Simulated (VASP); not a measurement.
Here is a VASP 6.6.1 calculation.

File INCAR:

```
PREC = Accurate
ENCUT = 520
EDIFF = 1E-7
ISMEAR = 0
SIGMA = 0.1
LREAL = F
LASPH = T
NELM = 100
ALGO = Normal
ISIF = 2
LWAVE = F
LCHARG = T
GGA = PE
IVDW = 12
LELF = T
LVHAR = T
NBANDS = 66
```

Contents of KPOINTS:

```
regular mesh
0
Gamma
  6 4 2
```

Contents of POSCAR:

```
Hg3Se2S
1.0
    1.9917705530      3.4498477921      0.0000000000
   -6.0048925078      3.4669263086      0.0036295047
   -0.0041617157      0.0024027677      9.8215444135
Hg S Se
6 2 4
Direct
    0.1754028711      0.8327650743      0.3319596143
    0.6776520865      0.3191077186      0.3262919738
    0.1754028711      0.1672349257      0.6680403857
    0.6776520865      0.6808922814      0.6737080262
    0.6508549299      0.0000000000      0.0000000000
    0.1526806254      0.5000000000      0.0000000000
    0.1414115784      0.8611864102      0.8330834108
    0.1414115784      0.1388135898      0.1669165892
    0.6496531111      0.3520025862      0.8368341356
    0.6496531111      0.6479974138      0.1631658644
    0.6952001012      0.0000000000      0.5000000000
    0.2130250494      0.5000000000      0.5000000000
```

Potentials or basis: VASP PAW PBE potentials, release 64 (Hg, S, Se).

The run is started by

```sh
$ cat potpaw_PBE.64/Hg/POTCAR potpaw_PBE.64/S/POTCAR potpaw_PBE.64/Se/POTCAR > POTCAR
$ mpirun -np 1 vasp_std > vasp.out
```

Q: What does it give for the band gap on the k mesh?

A: Zero (band 54 reaches 3.41 eV, above the bottom of band 55 at 2.63 eV).

Q: Predict the pressure.

A: 0.3 GPa.

Q: Estimate the largest force.

A: 0.047 eV/Å.

Forces on the atoms (eV/Å):
```
Hg   0.026 -0.039  0.003
Hg  -0.044  0.013 -0.008
Hg  -0.047  0.003 -0.003
Hg   0.033 -0.032  0.008
Hg   0.005  0.009  0.000
Hg   0.008  0.014  0.000
S    0.019 -0.003  0.007
S   -0.012  0.015 -0.007
Se   0.034  0.029 -0.007
Se   0.008  0.044  0.007
Se  -0.022 -0.038  0.000
Se  -0.008 -0.014  0.000
```

Caveat: spin-orbit coupling is left out, which moves the levels of the heavy elements; pairwise dispersion overbinds metals, which lowers pressure and volume.
